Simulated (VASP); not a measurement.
# LiCl (Fm-3m) in VASP: notebook

Runs on LiCl. Level: PBEsol. Tasks: relaxation of cell and atoms.

Everything below comes from runs of VASP 6.6.1. Logs are shortened: lines on timing, memory, paths and dates and some standing lists are left out, and cuts for length are marked.

**1. The cell of the first run**

The structure is cubic, space group Fm-3m (No. 225). Conventional cell: a = 5.063 Å, b = 5.063 Å, c = 5.063 Å, α = 90.00°, β = 90.00°, γ = 90.00°. Li (site symmetry m-3m) has 6 Cl at 2.53 Å within 3.3 Å. Cl (site symmetry m-3m) has 6 Li at 2.53 Å within 3.3 Å.

**2. Relaxation of cell and atoms, PBEsol, target pressure 2 GPa, at which the enthalpy is minimised**

INCAR reads:

```
PREC = Accurate ; ENCUT = 600
EDIFF = 1E-6 ; ISMEAR = 0
SIGMA = 0.01 ; LREAL = False
LASPH = True ; NELM = 100
ALGO = Normal ; ISIF = 3
LWAVE = False ; LCHARG = False
GGA = PS ; IBRION = 2
NSW = 100 ; EDIFFG = -0.002
PSTRESS = 20.0
```

KPOINTS reads:

```
regular mesh
0
Gamma
  8 8 8
```

POSCAR reads:

```
LiCl
1.0
    0.0000000000      2.5314058748      2.5314058748
    2.5314058748      0.0000000000      2.5314058748
    2.5314058748      2.5314058748      0.0000000000
Li Cl
1 1
Direct
    0.0000000000      0.0000000000      0.0000000000
    0.5000000000      0.5000000000      0.5000000000
```

Potentials or basis: VASP PAW PBE potentials, release 64 (Li_sv, Cl).

Command:

```sh
$ cat potpaw_PBE.64/Li_sv/POTCAR potpaw_PBE.64/Cl/POTCAR > POTCAR
$ mpirun -np 1 vasp_std > vasp.out
```

OUTCAR:

```text
PREC = Accurate
   ENCUT = 600
   EDIFF = 1E-6
   ISMEAR = 0
   LREAL = False
   LASPH = True
   NELM = 100
   ISIF = 3
   GGA = PS
   IBRION = 2
   NSW = 100
   EDIFFG = -0.002
   PSTRESS = 20.0

 ion  position               nearest neighbor table
   1  0.000  0.000  0.000-   2 2.53   2 2.53   2 2.53   2 2.53   2 2.53   2 2.53
   2  0.500  0.500  0.500-   1 2.53   1 2.53   1 2.53   1 2.53   1 2.53   1 2.53

  LATTYP: Found a face centered cubic cell.
 ALAT       =     5.0628117496

  Lattice vectors:

 A1 = (   0.0000000000,   2.5314058748,   2.5314058748)
 A2 = (   2.5314058748,   0.0000000000,   2.5314058748)
 A3 = (   2.5314058748,   2.5314058748,   0.0000000000)

Analysis of symmetry for initial positions (statically):
[... 33 lines left out ...]
                                     Primitive cell

  volume of cell :      32.4426

  direct lattice vectors                    reciprocal lattice vectors
     0.000000000  2.531405875  2.531405875    -0.197518701  0.197518701  0.197518701
     2.531405875  0.000000000  2.531405875     0.197518701 -0.197518701  0.197518701
     2.531405875  2.531405875  0.000000000     0.197518701  0.197518701 -0.197518701

  length of vectors
     3.579948520  3.579948520  3.579948520     0.342112426  0.342112426  0.342112426

  position of ions in fractional coordinates (direct lattice)
     0.000000000  0.000000000  0.000000000
     0.500000000  0.500000000  0.500000000

  ion indices of the primitive-cell ions
   primitive index   ion index
                 1           1
                 2           2

----------------------------------------------------------------------------------------

 KPOINTS: regular mesh

Automatic generation of k-mesh.
 Grid dimensions read from file:
 generate k-points for:    8    8    8

 Generating k-lattice:

  Cartesian coordinates                     Fractional coordinates (reciprocal lattice)
    -0.024689838  0.024689838  0.024689838     0.125000000  0.000000000  0.000000000
     0.024689838 -0.024689838  0.024689838     0.000000000  0.125000000  0.000000000
     0.024689838  0.024689838 -0.024689838     0.000000000  0.000000000  0.125000000

  Length of vectors
     0.042764053  0.042764053  0.042764053

  Shift w.r.t. Gamma in fractional coordinates (k-lattice)
     0.000000000  0.000000000  0.000000000

 Subroutine IBZKPT returns following result:
 ===========================================

 Found     29 irreducible k-points:

 Following reciprocal coordinates:
            Coordinates               Weight
  0.000000  0.000000  0.000000      1.000000
  0.125000  0.000000  0.000000      8.000000
  0.250000  0.000000  0.000000      8.000000
  0.375000  0.000000  0.000000      8.000000
  0.500000  0.000000  0.000000      4.000000
  0.125000  0.125000  0.000000      6.000000
[... 16 lines left out ...]
  0.500000  0.250000  0.125000     48.000000
 -0.375000  0.250000  0.125000     24.000000
 [... further k-points ...]
   k-points           NKPTS =     29   k-points in BZ     NKDIM =     29   number of bands    NBANDS=      9
   number of dos      NEDOS =    301   number of ions     NIONS =      2
   total plane-waves  NPLWV =  27000
   dimension x,y,z NGX =    30 NGY =   30 NGZ =   30
   dimension x,y,z NGXF=    60 NGYF=   60 NGZF=   60
   ions per type =               1   1
   NGX,Y,Z   is equivalent  to a cutoff of  13.93, 13.93, 13.93 a.u.
   NGXF,Y,Z  is equivalent  to a cutoff of  27.86, 27.86, 27.86 a.u.
 SYSTEM =  unknown system
   PREC   = accura    normal or accurate (medium, high low for compatibility)
   ISTART =      0    job   : 0-new  1-cont  2-samecut
   ICHARG =      2    charge: 1-file 2-atom 10-const
   ISPIN  =      1    spin polarized calculation?
   LNONCOLLINEAR =      F non collinear calculations
   LSORBIT =      F    spin-orbit coupling
   LASPH  =      T    aspherical Exc in radial PAW
   ENCUT  =  600.0 eV  44.10 Ry    6.64 a.u.   7.15  7.15  7.15*2*pi/ulx,y,z
   NELM   =    100;   NELMIN=  2; NELMDL= -5     # of ELM steps
   EDIFF  = 0.1E-05   stopping-criterion for ELM
   LREAL  =      F    real-space projection
   EDIFFG = -.2E-02   stopping-criterion for IOM
   NSW    =    100    number of steps for IOM
   IBRION =      2    ionic relax: 0-MD 1-quasi-New 2-CG
   NFREE  =      1    steps in history (QN), initial steepest desc. (CG)
   ISIF   =      3    stress and relaxation
   ISYM   =      2    0-nonsym 1-usesym 2-fastsym
   POTIM  = 0.5000    time-step for ionic-motion
   TEBEG  =    0.0;   TEEND  =   0.0 temperature during run
   PSTRESS=   20.0 pullay stress
   NELECT =      10.0000    total number of electrons
   NUPDOWN=      -1.0000    fix difference up-down
   EMIN   =  10.00;   EMAX   =-10.00  energy-range for DOS
   EFERMI =   0.00;   METHOD = LEGACY
   ISMEAR =     0;   SIGMA  =   0.01  broadening in eV -4-tet -1-fermi 0-gaus
   EFERMI_NEDOS =   21; number of points for ismear=-14 and -15
   IALGO  =     38    algorithm
   IMIX   =      4    mixing-type and parameters
     AMIX     =   0.40;   BMIX     =  1.00
     AMIX_MAG =   1.60;   BMIX_MAG =  1.00
  volume/ion in A,a.u.               =      16.22       109.47
  Fermi-wavevector in a.u.,A,eV,Ry     =   1.105867  2.089786 16.639145  1.222943
  Thomas-Fermi vector in A             =   2.242360
   LORBIT       =      0    0 simple, 1 ext, 2 COOP (PROOUT), +10 PAW based schemes
   GGA     = PS    functional components
   LHFCALC =     F    Hartree Fock is set to
   AEXX    =    0.0000 exact exchange contribution
   IVDW    =     0    specifies the selected vdW correction
   LEPSILON=     F    determine dielectric tensor
   LRPA    =     F    only Hartree local field effects (RPA)
 conjugate gradient relaxation of ions
 non-spin polarized calculation
 Gauss-broadening in eV      SIGMA  =   0.01
  energy-cutoff  :      600.00
  volume of cell :       32.44
 maximum number of plane-waves:      1106
 NGX is ok and might be reduce to    30
   NGX = 15   NGY = 15   NGZ = 15

--------------------------------------- Ionic step        1  -------------------------------------------

 number of electron      10.0000000 magnetization

 number of electron       9.9999995 magnetization

 Free energy of the ion-electron system (eV)
  ---------------------------------------------------
  ext. energy  EPLUGINS =         0.00000000
  ---------------------------------------------------
  free energy    TOTEN  =        -7.63945327 eV

  energy without entropy =       -7.63945327  energy(sigma->0) =       -7.63945327

------------------------ aborting loop because EDIFF is reached ----------------------------------------

  FORCE on cell =-STRESS in cart. coord.  units (eV):
  Direction    XX          YY          ZZ          XY          YZ          ZX
  --------------------------------------------------------------------------------------
  -------------------------------------------------------------------------------------
  Total       -0.0067087     -0.0067087     -0.0067087     -0.0000000     -0.0000000      0.0000000
  in kB       -0.3313075     -0.3313075     -0.3313075     -0.0000000     -0.0000000      0.0000000
  external PRESSURE =     -20.3313075 kB  Pullay stress =      20.0000000 kB

 VOLUME and BASIS-vectors are now :
 -----------------------------------------------------------------------------
  energy-cutoff  :      600.00
  volume of cell :       32.44
      direct lattice vectors                 reciprocal lattice vectors
     0.000000000  2.531405875  2.531405875    -0.197518701  0.197518701  0.197518701
     2.531405875  0.000000000  2.531405875     0.197518701 -0.197518701  0.197518701
     2.531405875  2.531405875  0.000000000     0.197518701  0.197518701 -0.197518701
[... 236 lines left out ...]
  FREE ENERGIE OF THE ION-ELECTRON SYSTEM (eV)
  ---------------------------------------------------
  free  energy   TOTEN  =        -7.6301566525 eV

  energy  without entropy=       -7.6301566525  energy(sigma->0) =       -7.63015665

  enthalpy is  TOTEN    =        -7.2453762135 eV   P V=        0.3847804390

--------------------------------------- Ionic step        8  -------------------------------------------

 number of electron       9.9999999 magnetization

 Free energy of the ion-electron system (eV)
  ---------------------------------------------------
  ext. energy  EPLUGINS =         0.00000000
  ---------------------------------------------------
  free energy    TOTEN  =        -7.62991306 eV

  energy without entropy =       -7.62991306  energy(sigma->0) =       -7.62991306

 E-fermi :   1.4125     XC(G=0):  -9.3128

 val. band max:        1.2590158918   @ k =   0.0000   0.0000   0.0000
 cond. band min:       7.9047796527   @ k =   0.5000   0.0000   0.0000
 fundamental gap:      6.6457637610
 Fermi energy:         1.4125375166

 k-point     1 :       0.0000    0.0000    0.0000
  band No.  band energies     occupation
      1     -41.4189      2.00000
      2     -12.4824      2.00000
      3       1.2590      2.00000
      4       1.2590      2.00000
      5       1.2590      2.00000
      6       7.9458      0.00000
      7      13.1350      0.00000
      8      13.1350      0.00000
      9      13.1350      0.00000

 k-point     2 :       0.1250    0.0000    0.0000
  band No.  band energies     occupation
      1     -41.4182      2.00000
      2     -12.3899      2.00000
      3       0.6484      2.00000
      4       1.2094      2.00000
      5       1.2094      2.00000
      6       8.4114      0.00000
      7      12.3741      0.00000
      8      13.1001      0.00000
      9      13.1001      0.00000
[... 253 lines left out ...]
 k-point    24 :      -0.3750    0.2500    0.1250
  band No.  band energies     occupation
      1     -41.4134      2.00000
      2     -11.6193      2.00000
      3      -1.7150      2.00000
      4      -0.3028      2.00000
      5       0.5668      2.00000
      6       9.4867      0.00000
      7      10.6032      0.00000
      8      11.9070      0.00000
      9      13.4700      0.00000

 [... further k-points ...]

------------------------ aborting loop because EDIFF is reached ----------------------------------------

  FORCE on cell =-STRESS in cart. coord.  units (eV):
  Direction    XX          YY          ZZ          XY          YZ          ZX
  --------------------------------------------------------------------------------------
  -------------------------------------------------------------------------------------
  Total        0.3824891      0.3824891      0.3824891      0.0000000      0.0000000     -0.0000000
  in kB       19.8935992     19.8935992     19.8935992      0.0000000      0.0000000     -0.0000000
  external PRESSURE =      -0.1064008 kB  Pullay stress =      20.0000000 kB

 VOLUME and BASIS-vectors are now :
 -----------------------------------------------------------------------------
  energy-cutoff  :      600.00
  volume of cell :       30.80
      direct lattice vectors                 reciprocal lattice vectors
     0.000000000  2.488067222  2.488067222    -0.200959201  0.200959201  0.200959201
     2.488067222 -0.000000000  2.488067222     0.200959201 -0.200959201  0.200959201
     2.488067222  2.488067222 -0.000000000     0.200959201  0.200959201 -0.200959201

 POSITION                                       TOTAL-FORCE (eV/Angst)
 -----------------------------------------------------------------------------------
      0.00000      0.00000      0.00000        -0.000000     -0.000000      0.000000
      2.48807      2.48807      2.48807         0.000000      0.000000     -0.000000
 -----------------------------------------------------------------------------------
    total drift:                               -0.000000     -0.000000      0.000000

  FREE ENERGIE OF THE ION-ELECTRON SYSTEM (eV)
  ---------------------------------------------------
  free  energy   TOTEN  =        -7.6299130627 eV

  energy  without entropy=       -7.6299130627  energy(sigma->0) =       -7.62991306

  enthalpy is  TOTEN    =        -7.2453781837 eV   P V=        0.3845348790

 reached required accuracy - stopping structural energy minimisation
```

Wall time 33 s (1 thread of Intel Xeon 6975P-C (Granite Rapids), shared host); peak memory 0.16 GiB.

What came out:

```
Free energy                                            : -7.6299 eV
Relaxed volume                                         : 15.40 Å³/atom
Relaxed cell                                           : a = 3.519 Å, b = 3.519 Å, c = 3.519 Å, α = 60.00°, β = 60.00°, γ = 60.00°
Space group after relaxing (to 0.05 Å)                 : Fm-3m (No. 225)
Energy change on relaxing (the enthalpy is what falls) : +4.8 meV/atom
Ionic steps                                            : 8
Pressure after relaxing                                : 2.0 GPa
Band gap on the k mesh                                 : 6.65 eV, indirect (least direct gap 6.69 eV)
```

The path:
```csv
step,energy change (eV),largest force (eV/Å),pressure (GPa),volume (Å³)
1,0.0000,0.0000,-0.03,32.44
2,0.0030,0.0000,1.08,31.49
3,0.0090,0.0000,1.95,30.85
4,0.0095,0.0000,1.98,30.81
5,0.0099,0.0000,2.02,30.78
6,0.0097,0.0000,2.02,30.79
7,0.0093,0.0000,1.97,30.82
8,0.0095,0.0000,1.99,30.80
```

Final structure:
```xyz
2
Lattice="0.0000 2.4881 2.4881 2.4881 0.0000 2.4881 2.4881 2.4881 0.0000" Properties=species:S:1:pos:R:3 pbc="T T T"
Li    0.0000    0.0000    0.0000
Cl    2.4881    2.4881    2.4881
```

Caveat: the cutoff is under 1.25 times the usual one of these potentials, so pressure, stress and relaxed cells hold a basis-set (Pulay) error; the cell is relaxed towards a set pressure, so the enthalpy falls and the energy may rise; the PAW data sets were made with another functional, which shifts forces and pressure a little. A hybrid or GW would open this gap; PBEsol tends to underestimate it.

**3. Relaxation of cell and atoms, PBEsol, target pressure 4 GPa, at which the enthalpy is minimised**

INCAR reads:

```
SYSTEM = LiCl
  PREC = Accurate
  ENCUT = 600
  EDIFF = 1E-7
  ISMEAR = 0
  SIGMA = 0.01
  LREAL = .FALSE.
  LASPH = .TRUE.
  NELM = 60
  ALGO = Normal
  ISIF = 3
  LWAVE = .FALSE.
  LCHARG = .FALSE.
  GGA = PS
  IBRION = 2
  NSW = 100
  EDIFFG = -0.002
  PSTRESS = 40.0
```

KPOINTS reads:

```
Automatic mesh
0
G
  8 8 8
  0 0 0
```

POSCAR is that of step 2.

Potentials or basis: VASP PAW PBE potentials, release 64 (Li_sv, Cl).

Command:

```sh
$ cat potpaw_PBE.64/Li_sv/POTCAR potpaw_PBE.64/Cl/POTCAR > POTCAR
$ mpirun -np 1 vasp_std > vasp.out
```

Wall time 21 s (1 thread of Intel Xeon 6975P-C (Granite Rapids), shared host); peak memory 0.16 GiB.

It converged, with:

| Property | Result |
| --- | --- |
| Free energy | -7.6065 eV |
| Relaxed volume | 14.77 Å³/atom |
| Relaxed cell | a = 3.470 Å, b = 3.470 Å, c = 3.470 Å, α = 60.00°, β = 60.00°, γ = 60.00° |
| Space group after relaxing (to 0.05 Å) | Fm-3m (No. 225) |
| Energy change on relaxing (the enthalpy is what falls) | +16.5 meV/atom |
| Ionic steps | 4 |
| Pressure after relaxing | 4.0 GPa |
| Band gap on the k mesh | 6.68 eV, indirect (least direct gap 6.97 eV) |

Step by step:
| step | energy change (eV) | largest force (eV/Å) | pressure (GPa) | volume (Å³) |
| --- | --- | --- | --- | --- |
| 1 | 0.0000 | 0.0000 | -0.03 | 32.44 |
| 2 | 0.0128 | 0.0000 | 2.35 | 30.56 |
| 3 | 0.0312 | 0.0000 | 3.88 | 29.61 |
| 4 | 0.0330 | 0.0000 | 4.00 | 29.54 |

Final structure:
```cif
data_structure
_symmetry_space_group_name_H-M 'P 1'
_symmetry_Int_Tables_number 1
_cell_length_a 3.4697
_cell_length_b 3.4697
_cell_length_c 3.4697
_cell_angle_alpha 60.000
_cell_angle_beta 60.000
_cell_angle_gamma 60.000
_cell_volume 29.54
loop_
_atom_site_label
_atom_site_type_symbol
_atom_site_fract_x
_atom_site_fract_y
_atom_site_fract_z
_atom_site_occupancy
Li1 Li 0.00000 0.00000 0.00000 1
Cl1 Cl 0.50000 0.50000 0.50000 1
```

Levels at points of the mesh, in eV from the valence-band top:
```
           k point  band 2  band 3  band 4  band 5  band 6  band 7  band 8  band 9
(0.00, 0.00, 0.00)  -13.92    0.00    0.00    0.00    6.97   11.90   11.90   11.90
(0.50, 0.00, 0.00)  -13.14   -3.46   -0.33   -0.33    6.68    9.41    9.41   14.25
(0.50, 0.50, 0.00)  -12.78   -3.63   -1.40   -1.40    7.85    8.05   13.46   15.03
```

Caveat: the cutoff is under 1.25 times the usual one of these potentials, so pressure, stress and relaxed cells hold a basis-set (Pulay) error; the cell is relaxed towards a set pressure, so the enthalpy falls and the energy may rise; the PAW data sets were made with another functional, which shifts forces and pressure a little.
